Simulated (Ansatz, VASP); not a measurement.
## One calculation of W, two programs

```xyz
4
Lattice="2.7523 0.0000 0.0000 0.0000 4.7646 0.0000 0.0000 0.0000 4.8232" Properties=species:S:1:pos:R:3 pbc="T T T"
W     2.1831    4.4637    3.6174
W     0.5693    2.0814    3.6174
W     0.5693    0.3009    1.2058
W     2.1831    2.6832    1.2058
```

Alike in both runs: task single point; functional PBE; k mesh 9 × 6 × 6; occupations fermi-dirac, width 0.05 eV; no spin polarisation.

|  | VASP | Ansatz |
| --- | --- | --- |
| version | VASP 6.6.1 | Ansatz 0.2.0 |
| potentials or method | VASP PAW PBE potentials, release 64 (W_sv) | Ansatz PAW |
| plane-wave cutoff (eV) | 520 | 420 |
| valence electrons in the cell | 56 | 56 |

VASP gave:

| Item | Value |
| --- | --- |
| gap on the k mesh at the Fermi level (eV) | none |
| pressure (GPa) | 16.8 |
| traceless stress, the component that is largest in VASP (GPa) | -2.28 |
| rms of the force components (eV/Å) | 0.196 |

**Question.** Which values does Ansatz return?

**Answer.** gap on the k mesh at the Fermi level (eV): none; pressure (GPa): 16.1; traceless stress, the component that is largest in VASP (GPa): -2.19; rms of the force components (eV/Å): 0.189.

Atom by atom the forces differ by 0.007 eV/Å (rms over components). A gap of «none» marks a metal or a gap that the smearing closes.

Spin-orbit coupling is off throughout.
